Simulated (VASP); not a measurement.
Input of a VASP 6.6.1 run:

File INCAR:

```
SYSTEM = MgO
ALGO     = Normal         ! electronic algorithm
EDIFF    = 1E-6           ! SCF threshold, eV
ENCUT    = 520            ! plane-wave cutoff, eV
GGA      = PS             ! functional
ISIF     = 2              ! what is computed and relaxed
ISMEAR   = 0              ! smearing method
LASPH    = .True.         ! aspherical terms in the spheres
LCHARG   = .False.        ! write CHGCAR
LREAL    = .False.        ! projectors in reciprocal space
LWAVE    = .False.        ! write WAVECAR
NBANDS   = 11             ! bands
NELM     = 80             ! most SCF steps
PREC     = Accurate       ! precision mode
SIGMA    = 0.05           ! smearing width, eV
```

KPOINTS

```
k-points
0
Gamma
  10 10 10
  0 0 0
```

The input POSCAR:

```
MgO
1.0
    0.0000000000      1.9880901131      1.9880901131
    1.9880901131      0.0000000000      1.9880901131
    1.9880901131      1.9880901131      0.0000000000
Mg O
1 1
Direct
    0.0000000000      0.0000000000      0.0000000000
    0.5000000000      0.5000000000      0.5000000000
```

Potentials or basis: VASP PAW PBE potentials, release 64 (Mg, O).

Command:

```sh
$ cat potpaw_PBE.64/Mg/POTCAR potpaw_PBE.64/O/POTCAR > POTCAR
$ mpirun -np 1 vasp_std > vasp.out
```

Question: Estimate the pressure.

Answer: 39.4 GPa.

Question: Predict the band gap on the k mesh.

Answer: 6.50 eV, direct.

Caveat: the PAW data sets were made with another functional, which shifts forces and pressure a little.
